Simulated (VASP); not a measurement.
# Mn (Im-3m) in VASP: single point with r2SCAN

Aim: the single point of Mn with r2SCAN.

Everything below comes from runs of VASP 6.6.1. Logs are shortened: lines on timing, memory, paths and dates and some standing lists are left out, and cuts for length are marked.

### Step 1. The cell of the first run

Symmetry: Im-3m, No. 229, cubic system. The conventional cell has a = 2.780 Å, b = 2.780 Å, c = 2.780 Å, α = 90.00°, β = 90.00°, γ = 90.00°. Mn (site symmetry m-3m) has 14 Mn at 2.41 to 2.78 Å within 3.2 Å.

### Step 2. Single point, r2SCAN, collinear spin, antiferromagnetic start

Contents of POSCAR:

```
Mn
1.0
    2.7800000000      0.0000000000      0.0000000000
    0.0000000000      2.7800000000      0.0000000000
    0.0000000000      0.0000000000      2.7800000000
Mn
2
Direct
    0.0000000000      0.0000000000      0.0000000000
    0.5000000000      0.5000000000      0.5000000000
```

Contents of INCAR.step1:

```
SYSTEM = Mn
ALGO     = Normal         ! electronic algorithm
EDIFF    = 1E-5           ! SCF threshold, eV
ENCUT    = 550            ! plane-wave cutoff, eV
GGA      = PE             ! functional
GGA_COMPAT= .FALSE.      
ISMEAR   = -1             ! smearing method
ISPIN    = 2              ! spin polarisation
LASPH    = .TRUE.         ! aspherical terms in the spheres
LCHARG   = .FALSE.        ! write CHGCAR
LMAXMIX  = 4              ! l up to which the mixer works
LREAL    = .FALSE.        ! projectors in reciprocal space
LWAVE    = .TRUE.         ! write WAVECAR
MAGMOM   = 3 -3           ! initial moments
NBANDS   = 24             ! bands
NELM     = 200            ! most SCF steps
PREC     = Accurate       ! precision mode
SIGMA    = 0.1            ! smearing width, eV
```

Contents of INCAR.step2:

```
SYSTEM = Mn
ALGO     = Normal         ! electronic algorithm
EDIFF    = 1E-6           ! SCF threshold, eV
ENCUT    = 550            ! plane-wave cutoff, eV
GGA_COMPAT= .FALSE.      
ISIF     = 2              ! what is computed and relaxed
ISMEAR   = -1             ! smearing method
ISPIN    = 2              ! spin polarisation
ISTART   = 1            
LASPH    = .TRUE.         ! aspherical terms in the spheres
LCHARG   = .FALSE.        ! write CHGCAR
LMAXMIX  = 4              ! l up to which the mixer works
LMIXTAU  = .TRUE.       
LORBIT   = 11             ! projections on sites
LREAL    = .FALSE.        ! projectors in reciprocal space
LWAVE    = .FALSE.        ! write WAVECAR
MAGMOM   = 3 -3           ! initial moments
METAGGA  = R2SCAN         ! meta-GGA
NBANDS   = 24             ! bands
NELM     = 200            ! most SCF steps
PREC     = Accurate       ! precision mode
SIGMA    = 0.1            ! smearing width, eV
```

Contents of KPOINTS:

```
k-points
0
G
  6 6 6
  0 0 0
```

Potentials or basis: VASP PAW PBE potentials, release 64 (Mn_pv).

Launch:

```bash
> cat potpaw_PBE.64/Mn_pv/POTCAR > POTCAR
> cp INCAR.step1 INCAR
> mpirun -np 1 vasp_std > vasp.out
> cp INCAR.step2 INCAR
> mpirun -np 1 vasp_std > vasp.out
```

OUTCAR:

```text
SYSTEM = Mn
   EDIFF = 1E-6
   ENCUT = 550
   ISIF = 2
   ISMEAR = -1
   ISPIN = 2
   ISTART = 1
   LASPH = .TRUE.
   LORBIT = 11
   LREAL = .FALSE.
   METAGGA = R2SCAN
   NELM = 200
   PREC = Accurate

 ion  position               nearest neighbor table
   1  0.000  0.000  0.000-   2 2.41   2 2.41   2 2.41   2 2.41   2 2.41   2 2.41   2 2.41   2 2.41

   2  0.500  0.500  0.500-   1 2.41   1 2.41   1 2.41   1 2.41   1 2.41   1 2.41   1 2.41   1 2.41

  LATTYP: Found a simple cubic cell.
 ALAT       =     2.7800000000

  Lattice vectors:

 A1 = (   2.7800000000,   0.0000000000,   0.0000000000)
 A2 = (   0.0000000000,   2.7800000000,   0.0000000000)
 A3 = (   0.0000000000,   0.0000000000,   2.7800000000)

Analysis of symmetry for initial positions (statically):
=====================================================================
 Subroutine PRICEL returns following result:

  LATTYP: Found a body centered cubic cell.
 ALAT       =     2.7800000000

  Lattice vectors:

 A1 = (   1.3900000000,   1.3900000000,  -1.3900000000)
 A2 = (  -1.3900000000,   1.3900000000,   1.3900000000)
 A3 = (   1.3900000000,  -1.3900000000,   1.3900000000)

   2 primitive cells build up your supercell.

 Routine SETGRP: Setting up the symmetry group for a
 simple cubic supercell.

 Subroutine GETGRP returns: Found 48 space group operations
 (whereof 48 operations were pure point group operations)
 out of a pool of 48 trial point group operations.

The static configuration has the point symmetry O_h .

Analysis of symmetry for dynamics (positions and initial velocities):
=====================================================================
 Subroutine PRICEL returns following result:

  LATTYP: Found a body centered cubic cell.
 ALAT       =     2.7800000000

  Lattice vectors:

 A1 = (   1.3900000000,   1.3900000000,  -1.3900000000)
 A2 = (  -1.3900000000,   1.3900000000,   1.3900000000)
 A3 = (   1.3900000000,  -1.3900000000,   1.3900000000)

   2 primitive cells build up your supercell.

 Routine SETGRP: Setting up the symmetry group for a
 simple cubic supercell.

 Subroutine GETGRP returns: Found 48 space group operations
 (whereof 48 operations were pure point group operations)
 out of a pool of 48 trial point group operations.

The dynamic configuration has the point symmetry O_h .

Analysis of structural, dynamic, and magnetic symmetry:
=====================================================================
 Subroutine PRICEL returns following result:

  LATTYP: Found a body centered cubic cell.
 ALAT       =     2.7800000000

  Lattice vectors:

 A1 = (   1.3900000000,   1.3900000000,  -1.3900000000)
 A2 = (  -1.3900000000,   1.3900000000,   1.3900000000)
 A3 = (   1.3900000000,  -1.3900000000,   1.3900000000)

   2 primitive cells build up your supercell.

 Routine SETGRP: Setting up the symmetry group for a
 simple cubic supercell.

 Subroutine GETGRP returns: Found 48 space group operations
 (whereof 48 operations were pure point group operations)
 out of a pool of 48 trial point group operations.

The overall configuration has the point symmetry O_h .

 Subroutine INISYM returns: Found 48 space group operations
 (whereof 48 operations are pure point group operations),
 and found     2 'primitive' translations

----------------------------------------------------------------------------------------

                                     Primitive cell

  volume of cell :      10.7425

  direct lattice vectors                    reciprocal lattice vectors
     1.390000000  1.390000000 -1.390000000     0.359712230  0.359712230  0.000000000
    -1.390000000  1.390000000  1.390000000    -0.000000000  0.359712230  0.359712230
     1.390000000 -1.390000000  1.390000000     0.359712230  0.000000000  0.359712230

  length of vectors
     2.407550623  2.407550623  2.407550623     0.508709915  0.508709915  0.508709915

  position of ions in fractional coordinates (direct lattice)
     0.000000000  0.000000000  0.000000000

  ion indices of the primitive-cell ions
   primitive index   ion index
                 1           1

----------------------------------------------------------------------------------------

 KPOINTS: k-points

Automatic generation of k-mesh.
 Grid dimensions read from file:
 generate k-points for:    6    6    6

 Generating k-lattice:

  Cartesian coordinates                     Fractional coordinates (reciprocal lattice)
     0.059952038  0.000000000  0.000000000     0.166666667  0.000000000  0.000000000
     0.000000000  0.059952038  0.000000000     0.000000000  0.166666667  0.000000000
     0.000000000  0.000000000  0.059952038     0.000000000  0.000000000  0.166666667

  Length of vectors
     0.059952038  0.059952038  0.059952038

  Shift w.r.t. Gamma in fractional coordinates (k-lattice)
     0.000000000  0.000000000  0.000000000

 Subroutine IBZKPT returns following result:
 ===========================================

 Found     20 irreducible k-points:

 Following reciprocal coordinates:
            Coordinates               Weight
  0.000000  0.000000  0.000000      1.000000
  0.166667  0.000000  0.000000      6.000000
  0.333333  0.000000  0.000000      6.000000
  0.500000  0.000000  0.000000      3.000000
  0.166667  0.166667  0.000000     12.000000
  0.333333  0.166667  0.000000     24.000000
[... 12 lines left out ...]
  0.500000  0.500000  0.333333      6.000000
  0.500000  0.500000  0.500000      1.000000
   k-points           NKPTS =     20   k-points in BZ     NKDIM =     20   number of bands    NBANDS=     24
   number of dos      NEDOS =    301   number of ions     NIONS =      2
   total plane-waves  NPLWV =  13824
   dimension x,y,z NGX =    24 NGY =   24 NGZ =   24
   dimension x,y,z NGXF=    48 NGYF=   48 NGZF=   48
   ions per type =               2
   NGX,Y,Z   is equivalent  to a cutoff of  14.35, 14.35, 14.35 a.u.
   NGXF,Y,Z  is equivalent  to a cutoff of  28.70, 28.70, 28.70 a.u.
 SYSTEM =  Mn
   PREC   = accura    normal or accurate (medium, high low for compatibility)
   ISTART =      1    job   : 0-new  1-cont  2-samecut
   ICHARG =      0    charge: 1-file 2-atom 10-const
   ISPIN  =      2    spin polarized calculation?
   LNONCOLLINEAR =      F non collinear calculations
   LSORBIT =      F    spin-orbit coupling
   LASPH  =      T    aspherical Exc in radial PAW
   ENCUT  =  550.0 eV  40.42 Ry    6.36 a.u.   5.32  5.32  5.32*2*pi/ulx,y,z
   NELM   =    200;   NELMIN=  2; NELMDL=  0     # of ELM steps
   EDIFF  = 0.1E-05   stopping-criterion for ELM
   LREAL  =      F    real-space projection
   EDIFFG = 0.1E-04   stopping-criterion for IOM
   NSW    =      0    number of steps for IOM
   IBRION =     -1    ionic relax: 0-MD 1-quasi-New 2-CG
   NFREE  =      0    steps in history (QN), initial steepest desc. (CG)
   ISIF   =      2    stress and relaxation
   ISYM   =      2    0-nonsym 1-usesym 2-fastsym
   POTIM  = 0.5000    time-step for ionic-motion
   TEBEG  =    0.0;   TEEND  =   0.0 temperature during run
   PSTRESS=    0.0 pullay stress
   NELECT =      26.0000    total number of electrons
   NUPDOWN=      -1.0000    fix difference up-down
   EMIN   =  10.00;   EMAX   =-10.00  energy-range for DOS
   EFERMI =   0.00;   METHOD = LEGACY
   ISMEAR =    -1;   SIGMA  =   0.10  broadening in eV -4-tet -1-fermi 0-gaus
   EFERMI_NEDOS =   21; number of points for ismear=-14 and -15
   IALGO  =     38    algorithm
   IMIX   =      4    mixing-type and parameters
     AMIX     =   0.40;   BMIX     =  1.00
     AMIX_MAG =   1.60;   BMIX_MAG =  1.00
  volume/ion in A,a.u.               =      10.74        72.49
  Fermi-wavevector in a.u.,A,eV,Ry     =   1.744568  3.296755 41.409554  3.043516
  Thomas-Fermi vector in A             =   2.816422
   LORBIT       =     11    0 simple, 1 ext, 2 COOP (PROOUT), +10 PAW based schemes
   METAGGA = R2SCAN    functional components
   LHFCALC =     F    Hartree Fock is set to
   AEXX    =    0.0000 exact exchange contribution
   IVDW    =     0    specifies the selected vdW correction
   LEPSILON=     F    determine dielectric tensor
   LRPA    =     F    only Hartree local field effects (RPA)
 spin polarized calculation
  energy-cutoff  :      550.00
  volume of cell :       21.48
 maximum number of plane-waves:       645
 NGX is ok and might be reduce to    24
   NGX = 11   NGY = 11   NGZ = 11

 number of electron      26.0000001 magnetization       0.0000000

 number of electron      26.0000001 magnetization      -0.0000000

 Free energy of the ion-electron system (eV)
  ---------------------------------------------------
  ext. energy  EPLUGINS =         0.00000000
  ---------------------------------------------------
  free energy    TOTEN  =       -28.52095692 eV

  energy without entropy =      -28.40664056  energy(sigma->0) =      -28.46379874

 E-fermi :  10.8193     XC(G=0): -15.4038

 val. band max:       10.7624446803   @ k =   0.3333   0.1667   0.1667
 cond. band min:      10.8350011960   @ k =   0.3333   0.1667   0.1667
 fundamental gap:      0.0725565157
 Fermi energy:        10.8192830301

 spin component 1

 k-point     1 :       0.0000    0.0000    0.0000
  band No.  band energies     occupation
      1     -39.5705      1.00000
      2     -39.5705      1.00000
      3     -39.5705      1.00000
      4     -39.0171      1.00000
      5     -39.0171      1.00000
      6     -39.0171      1.00000
[... 529 lines left out ...]
     23      23.9423      0.00000
     24      23.9449      0.00000
 Fermi energy:        10.8192830301

 spin component 2

 k-point     1 :       0.0000    0.0000    0.0000
  band No.  band energies     occupation
      1     -39.5705      1.00000
      2     -39.5705      1.00000
      3     -39.5705      1.00000
      4     -39.0171      1.00000
      5     -39.0171      1.00000
      6     -39.0171      1.00000
[... 529 lines left out ...]
     23      23.9423      0.00000
     24      23.9449      0.00000

------------------------ aborting loop because EDIFF is reached ----------------------------------------

  FORCE on cell =-STRESS in cart. coord.  units (eV):
  Direction    XX          YY          ZZ          XY          YZ          ZX
  --------------------------------------------------------------------------------------
  -------------------------------------------------------------------------------------
  Total       -0.8591043     -0.8591043     -0.8591043     -0.0000000      0.0000000      0.0000000
  in kB      -64.0651826    -64.0651826    -64.0651826     -0.0000000      0.0000000      0.0000000
  external PRESSURE =     -64.0651826 kB  Pullay stress =       0.0000000 kB

 VOLUME and BASIS-vectors are now :
 -----------------------------------------------------------------------------
  energy-cutoff  :      550.00
  volume of cell :       21.48
      direct lattice vectors                 reciprocal lattice vectors
     2.780000000  0.000000000  0.000000000     0.359712230  0.000000000  0.000000000
     0.000000000  2.780000000  0.000000000     0.000000000  0.359712230  0.000000000
     0.000000000  0.000000000  2.780000000     0.000000000  0.000000000  0.359712230

 POSITION                                       TOTAL-FORCE (eV/Angst)
 -----------------------------------------------------------------------------------
      0.00000      0.00000      0.00000        -0.000000     -0.000000      0.000000
      1.39000      1.39000      1.39000         0.000000      0.000000     -0.000000
 -----------------------------------------------------------------------------------
    total drift:                                0.000000      0.000000     -0.000000

  FREE ENERGIE OF THE ION-ELECTRON SYSTEM (eV)
  ---------------------------------------------------
  free  energy   TOTEN  =       -28.5209569181 eV

  energy  without entropy=      -28.4066405585  energy(sigma->0) =      -28.46379874

 total charge

# of ion       s       p       d       tot
------------------------------------------
    1        0.452   6.422   5.126  12.000
    2        0.452   6.422   5.126  12.000
--------------------------------------------------
tot          0.903  12.844  10.253  23.999

 magnetization (x)

# of ion       s       p       d       tot
------------------------------------------
    1        0.000   0.000   0.004   0.004
    2       -0.000  -0.000  -0.004  -0.004
--------------------------------------------------
tot          0.000   0.000   0.000   0.000
```

Wall time 95 s (1 thread of Intel Xeon 8259CL, shared host); peak memory 0.16 GiB.

What came out:

| Quantity | Value |
| --- | --- |
| Free energy | -28.5210 eV |
| Pressure | -6.4 GPa |
| Band gap on the k mesh | zero (filled and empty bands overlap) |
| Net moment | 0.00 μB per cell |
| Valence electrons inside the program's atomic spheres | Mn 12.00 |

Levels at points of the mesh, in eV from the Fermi level:
Spin up:
```tsv
k point	band 10	band 11	band 12	band 13	band 14	band 15
(0.00, 0.00, 0.00)	-1.78	-1.78	-1.78	0.50	0.50	1.47
(0.50, 0.00, 0.00)	-2.39	-1.28	-1.28	-1.28	-1.28	-0.23
(0.50, 0.50, 0.00)	-3.31	0.40	0.41	0.43	0.43	0.81
(0.50, 0.50, 0.50)	-3.22	-3.22	-3.22	0.87	0.87	0.87
```
Spin down:
| k point | band 8 | band 9 | band 10 | band 11 | band 12 | band 13 | band 14 | band 15 | band 16 | band 17 |
| --- | --- | --- | --- | --- | --- | --- | --- | --- | --- | --- |
| (0.00, 0.00, 0.00) | -4.96 | -4.96 | -1.78 | -1.78 | -1.78 | 0.50 | 0.50 | 1.47 | 1.47 | 1.47 |
| (0.50, 0.00, 0.00) | -4.95 | -2.39 | -2.39 | -1.28 | -1.28 | -1.28 | -1.28 | -0.23 | -0.22 | 1.88 |
| (0.50, 0.50, 0.00) | -5.27 | -3.31 | -3.31 | 0.40 | 0.41 | 0.43 | 0.43 | 0.81 | 0.81 | 1.84 |
| (0.50, 0.50, 0.50) | -3.23 | -3.23 | -3.22 | -3.22 | -3.22 | 0.87 | 0.87 | 0.87 | 0.87 | 10.08 |

Caveat: the k points lie up to 0.38 Å⁻¹ apart; the starting moments collapsed, and a magnetic state may lie lower; the PAW data sets were made with another functional, which shifts forces and pressure a little.
